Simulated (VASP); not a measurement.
# C in VASP: a series of runs, part 3 of 3

VASP 6.6.1.

## 4. Single point, r2SCAN

This run uses another cell than the first one, of 21.45 Å³/atom, 1.005 times its volume.

Contents of POSCAR:

```
C
1.0
    2.4160200000     -0.0597500000      0.0124700000
   -1.2597500000      2.1572100000     -0.0294700000
    0.0432700000     -0.0931300000      8.3542200000
C
2
Direct
    0.3274722354      0.6503607354      0.0006988697
    0.6538000000      0.3207100000      0.9977100000
```

Contents of INCAR.step1:

```
SYSTEM = C
ALGO = Normal
EDIFF = 1E-4
ENCUT = 520
GGA = PE
ISMEAR = -1
LASPH = .True.
LCHARG = .False.
LREAL = .False.
LWAVE = .True.
NBANDS = 11
NELM = 60
PREC = Accurate
SIGMA = 0.15
```

Contents of INCAR.step2:

```
SYSTEM = C
ALGO = Normal
EDIFF = 1E-6
ENCUT = 520
ISIF = 2
ISMEAR = -1
ISTART = 1
LASPH = .True.
LCHARG = .True.
LELF = .True.
LMIXTAU = .True.
LREAL = .False.
LVHAR = .True.
LWAVE = .False.
METAGGA = R2SCAN
NBANDS = 11
NELM = 60
PREC = Accurate
SIGMA = 0.15
```

Contents of KPOINTS:

```
k-points
0
Gamma
  9 9 3
  0 0 0
```

Potentials or basis: VASP PAW PBE potentials, release 64 (C).

Command:

```bash
cat potpaw_PBE.64/C/POTCAR > POTCAR
cp INCAR.step1 INCAR
mpirun -np 1 vasp_std > vasp.out
cp INCAR.step2 INCAR
mpirun -np 1 vasp_std > vasp.out
```

OUTCAR:

```text
SYSTEM = C
   EDIFF = 1E-6
   ENCUT = 520
   ISIF = 2
   ISMEAR = -1
   ISTART = 1
   LASPH = .True.
   LREAL = .False.
   METAGGA = R2SCAN
   NELM = 60
   PREC = Accurate

 ion  position               nearest neighbor table
   1  0.327  0.650  0.001-   2 1.39   2 1.41   2 1.43
   2  0.654  0.321  0.998-   1 1.39   1 1.41   1 1.43

  LATTYP: Found a triclinic cell.
 ALAT       =     2.3951174845
 B/A-ratio  =     1.7170795498
 C/A-ratio  =     3.4882844694
 COS(alpha) =     0.0021258175
 COS(beta)  =     0.0143585298
 COS(gamma) =     0.8532459394

  Lattice vectors:

 A1 = (   1.1562700000,   2.0974600000,  -0.0170000000)
 A2 = (   3.5722900000,   2.0377100000,  -0.0045300000)
 A3 = (  -0.0432700000,   0.0931300000,  -8.3542200000)

Analysis of symmetry for initial positions (statically):
=====================================================================
 Subroutine PRICEL returns:
 Original cell was already a primitive cell.

 Routine SETGRP: Setting up the symmetry group for a
 triclinic supercell.

 Subroutine GETGRP returns: Found  2 space group operations
 (whereof  1 operations were pure point group operations)
 out of a pool of  2 trial point group operations.

The static configuration has the point symmetry C_1 .
 The point group associated with its full space group is S_2 .

Analysis of symmetry for dynamics (positions and initial velocities):
=====================================================================
 Subroutine PRICEL returns:
 Original cell was already a primitive cell.

 Routine SETGRP: Setting up the symmetry group for a
 triclinic supercell.

 Subroutine GETGRP returns: Found  2 space group operations
 (whereof  1 operations were pure point group operations)
 out of a pool of  2 trial point group operations.

The dynamic configuration has the point symmetry C_1 .
 The point group associated with its full space group is S_2 .

 Subroutine INISYM returns: Found  2 space group operations
 (whereof  1 operations are pure point group operations),
 and found     1 'primitive' translations

----------------------------------------------------------------------------------------

                                     Primitive cell

  volume of cell :      42.9060

  direct lattice vectors                    reciprocal lattice vectors
     2.416020000 -0.059750000  0.012470000     0.419966344  0.245256174  0.000558851
    -1.259750000  2.157210000 -0.029470000     0.011606854  0.470410624  0.005183861
     0.043270000 -0.093130000  8.354220000    -0.000585923  0.001293317  0.119717436

  length of vectors
     2.416790890  2.498278113  8.354851124     0.486335927  0.470582349  0.119725856

  position of ions in fractional coordinates (direct lattice)
     0.327472235  0.650360735  0.000698870
     0.653800000  0.320710000  0.997710000

  ion indices of the primitive-cell ions
   primitive index   ion index
                 1           1
                 2           2

----------------------------------------------------------------------------------------

 KPOINTS: k-points

Automatic generation of k-mesh.
 Grid dimensions read from file:
 generate k-points for:    9    9    3

 Generating k-lattice:

  Cartesian coordinates                     Fractional coordinates (reciprocal lattice)
     0.046662927  0.027250686  0.000062095     0.111111111  0.000000000 -0.000000000
     0.001289650  0.052267847  0.000575985    -0.000000000  0.111111111 -0.000000000
    -0.000195308  0.000431106  0.039905812     0.000000000  0.000000000  0.333333333

  Length of vectors
     0.054037325  0.052286928  0.039908619

  Shift w.r.t. Gamma in fractional coordinates (k-lattice)
     0.000000000  0.000000000  0.000000000

 Subroutine IBZKPT returns following result:
 ===========================================

 Found    122 irreducible k-points:

 Following reciprocal coordinates:
            Coordinates               Weight
  0.000000  0.000000  0.000000      1.000000
  0.111111 -0.000000  0.000000      2.000000
  0.222222 -0.000000  0.000000      2.000000
  0.333333 -0.000000  0.000000      2.000000
  0.444444 -0.000000  0.000000      2.000000
  0.000000  0.111111  0.000000      2.000000
[... 16 lines left out ...]
 -0.111111  0.222222 -0.000000      2.000000
  0.000000  0.333333  0.000000      2.000000
 [... further k-points ...]
   k-points           NKPTS =    122   k-points in BZ     NKDIM =    122   number of bands    NBANDS=     11
   number of dos      NEDOS =    301   number of ions     NIONS =      2
   total plane-waves  NPLWV =  23040
   dimension x,y,z NGX =    18 NGY =   20 NGZ =   64
   dimension x,y,z NGXF=    36 NGYF=   40 NGZF=  128
   ions per type =               2
   NGX,Y,Z   is equivalent  to a cutoff of  12.38, 13.31, 12.73 a.u.
   NGXF,Y,Z  is equivalent  to a cutoff of  24.76, 26.62, 25.47 a.u.
 SYSTEM =  C
   PREC   = accura    normal or accurate (medium, high low for compatibility)
   ISTART =      1    job   : 0-new  1-cont  2-samecut
   ICHARG =      0    charge: 1-file 2-atom 10-const
   ISPIN  =      1    spin polarized calculation?
   LNONCOLLINEAR =      F non collinear calculations
   LSORBIT =      F    spin-orbit coupling
   LASPH  =      T    aspherical Exc in radial PAW
   ENCUT  =  520.0 eV  38.22 Ry    6.18 a.u.   4.49  4.65 15.53*2*pi/ulx,y,z
   NELM   =     60;   NELMIN=  2; NELMDL=  0     # of ELM steps
   EDIFF  = 0.1E-05   stopping-criterion for ELM
   LREAL  =      F    real-space projection
   EDIFFG = 0.1E-04   stopping-criterion for IOM
   NSW    =      0    number of steps for IOM
   IBRION =     -1    ionic relax: 0-MD 1-quasi-New 2-CG
   NFREE  =      0    steps in history (QN), initial steepest desc. (CG)
   ISIF   =      2    stress and relaxation
   ISYM   =      2    0-nonsym 1-usesym 2-fastsym
   POTIM  = 0.5000    time-step for ionic-motion
   TEBEG  =    0.0;   TEEND  =   0.0 temperature during run
   PSTRESS=    0.0 pullay stress
   NELECT =       8.0000    total number of electrons
   NUPDOWN=      -1.0000    fix difference up-down
   EMIN   =  10.00;   EMAX   =-10.00  energy-range for DOS
   EFERMI =   0.00;   METHOD = LEGACY
   ISMEAR =    -1;   SIGMA  =   0.15  broadening in eV -4-tet -1-fermi 0-gaus
   EFERMI_NEDOS =   21; number of points for ismear=-14 and -15
   IALGO  =     38    algorithm
   IMIX   =      4    mixing-type and parameters
     AMIX     =   0.40;   BMIX     =  1.00
     AMIX_MAG =   1.60;   BMIX_MAG =  1.00
  volume/ion in A,a.u.               =      21.45       144.77
  Fermi-wavevector in a.u.,A,eV,Ry     =   0.935260  1.767385 11.901164  0.874711
  Thomas-Fermi vector in A             =   2.062149
   LORBIT       =      0    0 simple, 1 ext, 2 COOP (PROOUT), +10 PAW based schemes
   METAGGA = R2SCAN    functional components
   LHFCALC =     F    Hartree Fock is set to
   AEXX    =    0.0000 exact exchange contribution
   IVDW    =     0    specifies the selected vdW correction
   LEPSILON=     F    determine dielectric tensor
   LRPA    =     F    only Hartree local field effects (RPA)
 non-spin polarized calculation
  energy-cutoff  :      520.00
  volume of cell :       42.91
 maximum number of plane-waves:      1177
 NGX is ok and might be reduce to    18
   NGX =  9   NGY =  9   NGZ = 31

 number of electron       8.0000000 magnetization

 Free energy of the ion-electron system (eV)
  ---------------------------------------------------
  ext. energy  EPLUGINS =         0.00000000
  ---------------------------------------------------
  free energy    TOTEN  =       -19.74479806 eV

  energy without entropy =      -19.73874290  energy(sigma->0) =      -19.74177048

 E-fermi :  -0.5319     XC(G=0):  -5.1874

 val. band max:       -0.8020366584   @ k =   0.3333   0.3333   0.0000
 cond. band min:      -0.2617484439   @ k =   0.3333   0.3333   0.3333
 fundamental gap:      0.5402882146
 Fermi energy:        -0.5319373214

 k-point     1 :       0.0000    0.0000    0.0000
  band No.  band energies     occupation
      1     -21.6195      2.00000
      2      -8.8593      2.00000
      3      -4.2103      2.00000
      4      -3.2815      2.00000
      5       2.7412      0.00000
      6       5.3135      0.00000
      7       6.8610      0.00000
      8       7.9370      0.00000
      9       8.5647      0.00000
     10      12.2495      0.00000
     11      13.5507      0.00000
[... 309 lines left out ...]
 k-point    24 :       0.0000    0.3333    0.0000
  band No.  band energies     occupation
      1     -18.8725      2.00000
      2     -10.9416      2.00000
      3      -6.6581      2.00000
      4      -5.6833      2.00000
      5       4.8544      0.00000
      6       6.3888      0.00000
      7       8.1770      0.00000
      8       8.8959      0.00000
      9      10.4872      0.00000
     10      15.6062      0.00000
     11      16.5652      0.00000

 [... further k-points ...]
[... 5 lines left out ...]
  --------------------------------------------------------------------------------------
  -------------------------------------------------------------------------------------
  Total        2.1973117      0.5285148     -0.0249006      2.2303239      0.0207829     -0.0311101
  in kB       82.0511256     19.7355851     -0.9298286     83.2838550      0.7760674     -1.1617006
  external PRESSURE =      33.6189607 kB  Pullay stress =       0.0000000 kB

 VOLUME and BASIS-vectors are now :
 -----------------------------------------------------------------------------
  energy-cutoff  :      520.00
  volume of cell :       42.91
      direct lattice vectors                 reciprocal lattice vectors
     2.416020000 -0.059750000  0.012470000     0.419966344  0.245256174  0.000558851
    -1.259750000  2.157210000 -0.029470000     0.011606854  0.470410624  0.005183861
     0.043270000 -0.093130000  8.354220000    -0.000585923  0.001293317  0.119717436

 POSITION                                       TOTAL-FORCE (eV/Angst)
 -----------------------------------------------------------------------------------
     -0.02808      1.38333     -0.00924        -0.715004      0.628710     -0.441635
      1.21875      0.55986      8.33379         0.715004     -0.628710      0.441635
 -----------------------------------------------------------------------------------
    total drift:                                0.000008      0.000019      0.000004

  FREE ENERGIE OF THE ION-ELECTRON SYSTEM (eV)
  ---------------------------------------------------
  free  energy   TOTEN  =       -19.7447980614 eV

  energy  without entropy=      -19.7387429017  energy(sigma->0) =      -19.74177048
```

Run time: 3.8 min. Hardware: 1 thread of Intel Xeon 6975P-C (Granite Rapids), shared host; peak memory 0.18 GiB.

What came out:

| Quantity | Value |
| --- | --- |
| Free energy | -19.7448 eV |
| Largest force | 1.050 eV/Å |
| Band gap on the k mesh | 0.54 eV, direct |

Forces in eV/Å, atoms in the order of the input:
```
C   -0.715  0.629 -0.442
C    0.715 -0.629  0.442
```

Levels at points of the mesh, in eV from the valence-band top:
```tsv
k point	band 2	band 3	band 4	band 5	band 6	band 7
(0.00, 0.00, 0.00)	-8.06	-3.41	-2.48	3.54	6.12	7.66
```

Caveat: the PAW data sets were made with another functional, which shifts forces and pressure a little.
